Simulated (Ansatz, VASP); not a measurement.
## Two plane-wave programs on V

```
V
1.0
    -1.44212    1.44212    1.51300
     1.44212   -1.44212    1.51300
     1.58388    1.58388   -1.51300
V
1
Cartesian
  0.0000 0.0000 0.0000
```

Change from the starting cell: strain +0.0937 x Voigt [0, 0, 0, 0, 0, 1], atoms carried along.

Alike in both runs: task single point; functional PBE; k mesh 22 × 22 × 22; occupations gaussian, width 0.15 eV; no spin polarisation.

|  | VASP | Ansatz |
| --- | --- | --- |
| version | VASP 6.6.1 | Ansatz 0.2.0 |
| potentials or method | VASP PAW PBE potentials, release 64 (V_sv), cutoff 520 eV | scalar-relativistic, plane waves, PAW |
| valence electrons in the cell | 13 | 13 |

Ansatz gave:

```
gap on the k mesh at the Fermi level (eV)                     : none
pressure (GPa)                                                : -4.5
traceless stress, the component that is largest in VASP (GPa) : -1.84
```

Task: Which values does VASP return?

Result: gap on the k mesh at the Fermi level (eV): none; pressure (GPa): -4.3; traceless stress, the component that is largest in VASP (GPa): -1.87.

A gap of «none» marks a metal or a gap that the smearing closes. The functional is the same, so the differences come from potentials, cutoffs and numerics.
